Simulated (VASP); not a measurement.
VCrC2:

```
V Cr C
1.0
     3.65861    0.00000    0.00000
    -1.82931    3.16845    0.00000
     0.00000    0.00000    4.61330
V Cr C
1 1 2
Direct
  0.00000 0.00000 0.00000
  0.00000 0.00000 0.50000
  0.33333 0.66667 0.00000
  0.66667 0.33333 0.00000
```

| Property | Result |
| --- | --- |
| Program | VASP 6.6.1 |
| Task | relaxation of cell and atoms |
| Functional | PBE |
| Potentials or basis | VASP PAW PBE potentials, release 64 (V_sv, Cr_pv, C) |
| Cutoff | 600 eV |
| k mesh | 6 × 6 × 4 |
| Occupations | gaussian, width 0.1 eV |
| Spin | collinear spin, ferrimagnetic start |
| Starting moments | [2.0, -3.0, 0.0, 0.0] μB |

At the start: pressure -1.2 GPa; volume 13.37 Å³/atom.

Task: Where does the relaxation end?

Result: Over 9 steps the energy falls by 42.0 meV/atom and the volume is 14.38 Å³/atom (+7.6 %); space group P6/mmm (No. 191, to 0.05 Å); moment 4.09 μB per cell.

The path:
```tsv
step	energy change (eV)	largest force (eV/Å)	pressure (GPa)	volume (Å³)
1	0.0000	0.0000	-1.18	53.48
2	-0.0747	0.0000	2.74	52.68
3	-0.0779	0.0000	4.74	52.35
4	-0.1434	0.0000	2.29	54.76
5	-0.1626	0.0000	0.61	56.43
6	-0.1486	0.0000	-2.66	59.79
7	-0.1667	0.0000	-0.37	57.40
8	-0.1668	0.0000	-0.54	57.59
9	-0.1679	0.0000	0.07	57.52
```

Final structure:
```
V Cr C
1.0
     3.55369    0.00000    0.00000
    -1.77685    3.07759    0.00000
     0.00000    0.00000    5.25928
V Cr C
1 1 2
Direct
  0.00000 0.00000 0.00000
  0.00000 0.00000 0.50000
  0.33333 0.66667 0.00000
  0.66667 0.33333 0.00000
```
